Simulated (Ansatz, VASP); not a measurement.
**Two plane-wave programs on Te**

The input INCAR:

```
SYSTEM = Te
ALGO     = Normal         ! electronic algorithm
EDIFF    = 1E-6           ! SCF threshold, eV
EDIFFG   = -0.015         ! ionic threshold
ENCUT    = 600            ! plane-wave cutoff, eV
GGA      = PE             ! functional
IBRION   = 2              ! ionic algorithm
ISIF     = 3              ! what is computed and relaxed
ISMEAR   = 0              ! smearing method
LASPH    = .True.         ! aspherical terms in the spheres
LCHARG   = .False.        ! write CHGCAR
LREAL    = .False.        ! projectors in reciprocal space
LWAVE    = .False.        ! write WAVECAR
NELM     = 80             ! most SCF steps
NSW      = 80             ! ionic steps
PREC     = Accurate       ! precision mode
SIGMA    = 0.1            ! smearing width, eV
```

Contents of KPOINTS:

```
k-points
0
Gamma
  6 6 6
  0 0 0
```

POSCAR

```
Te
1.0
    0.0000000000      5.2536017405     -3.6488806776
    4.5497525686     -2.6268008703     -3.6488806776
   -4.5497525686     -2.6268008703     -3.6488806776
Te
8
Direct
    0.2500000000      0.2500000000      0.2500000000
    0.7500000000      0.2500000000      0.2500000000
    0.2500000000      0.7500000000      0.2500000000
    0.7500000000      0.7500000000      0.2500000000
    0.2500000000      0.2500000000      0.7500000000
    0.7500000000      0.2500000000      0.7500000000
    0.2500000000      0.7500000000      0.7500000000
    0.7500000000      0.7500000000      0.7500000000
```

Input for Ansatz:

```yaml
crystal:
  lattice:
    - [0.0, 5.2536017405, -3.6488806776]
    - [4.5497525686, -2.6268008703, -3.6488806776]
    - [-4.5497525686, -2.6268008703, -3.6488806776]
  atoms:
    - { symbol: Te, position: [0.25, 0.25, 0.25] }
    - { symbol: Te, position: [0.75, 0.25, 0.25] }
    - { symbol: Te, position: [0.25, 0.75, 0.25] }
    - { symbol: Te, position: [0.75, 0.75, 0.25] }
    - { symbol: Te, position: [0.25, 0.25, 0.75] }
    - { symbol: Te, position: [0.75, 0.25, 0.75] }
    - { symbol: Te, position: [0.25, 0.75, 0.75] }
    - { symbol: Te, position: [0.75, 0.75, 0.75] }
basis:
  ecutwfc: 420
kpoints:
  mp_grid: { grid: [6, 6, 6] }
hamiltonian:
  xc: pbe
scf:
  occupations: { method: gaussian, width: 0.1 }
output:
  forces: true
  stress: true
  eigenvalues: true
relax:
  adjacent_minimum: "off"
  f_tol: 0.015
  max_steps: 60
  cell: { stress_tol: 0.15 }
```

Alike in both runs: task relaxation of cell and atoms; functional PBE; k mesh 6 × 6 × 6; occupations gaussian, width 0.1 eV; no spin polarisation.

|  | VASP | Ansatz |
| --- | --- | --- |
| version | VASP 6.6.1 | Ansatz 0.2.0 |
| potentials or method | VASP PAW PBE potentials, release 64 (Te), cutoff 600 eV | scalar-relativistic, plane waves, PAW |
| valence electrons in the cell | 48 | 128 |

Ansatz gave:

| Quantity | Value |
| --- | --- |
| gap on the k mesh at the Fermi level, each at its own relaxed structure (eV) | none |
| relaxed volume (Å³/atom) | 32.84 |
| relaxed cell length with the largest relative difference (Å) | 6.405 |

**Question.** What did VASP give for the same quantities?

**Answer.** gap on the k mesh at the Fermi level, each at its own relaxed structure (eV): none; relaxed volume (Å³/atom): 32.83; relaxed cell length with the largest relative difference (Å): 6.405.

A gap of «none» marks a metal or a gap that the smearing closes. VASP's potentials hold 48 valence electrons a cell and Ansatz's 128, so a difference there can come from the potentials and not from the codes.

Spin-orbit coupling is off throughout. Noted on VASP's run: too few bands were computed for a metal, which touches its energy and stress.
